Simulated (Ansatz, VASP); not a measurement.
## Two plane-wave programs on PtS2

```xyz
3
Lattice="3.5432 0.0000 0.0000 -1.7716 3.0685 0.0000 0.0000 0.0000 5.0388" Properties=species:S:1:pos:R:3 pbc="T T T"
Pt    0.0000    0.0000    0.0000
S     0.0000    2.0457    1.2597
S     1.7716    1.0228    3.7791
```

Alike in both runs: task single point; functional PBE; k mesh 6 × 6 × 4; no spin polarisation.

|  | VASP | Ansatz |
| --- | --- | --- |
| version | VASP 6.6.1 | Ansatz 0.2.0 |
| potentials or method | VASP PAW PBE potentials, release 64 (Pt, S), cutoff 500 eV | scalar-relativistic, plane waves, PAW |
| occupations | fermi-dirac, width 0.1 eV | fermi-dirac |
| valence electrons in the cell | 22 | 30 |

VASP gave:

* gap on the k mesh at the Fermi level (eV): 0.56
* least direct gap on the mesh (eV): 1.31
* pressure (GPa): 2.0
* traceless stress, the component that is largest in VASP (GPa): -1.75
* rms of the force components (eV/Å): 0.172

Problem. Which values does Ansatz return?

Solution. gap on the k mesh at the Fermi level (eV): 0.56; least direct gap on the mesh (eV): 1.31; pressure (GPa): 2.4; traceless stress, the component that is largest in VASP (GPa): -1.88; rms of the force components (eV/Å): 0.153.

Atom by atom the forces differ by 0.019 eV/Å (rms over components). VASP's potentials hold 22 valence electrons a cell and Ansatz's 30, so a difference there can come from the potentials and not from the codes.

Spin-orbit coupling is off throughout.
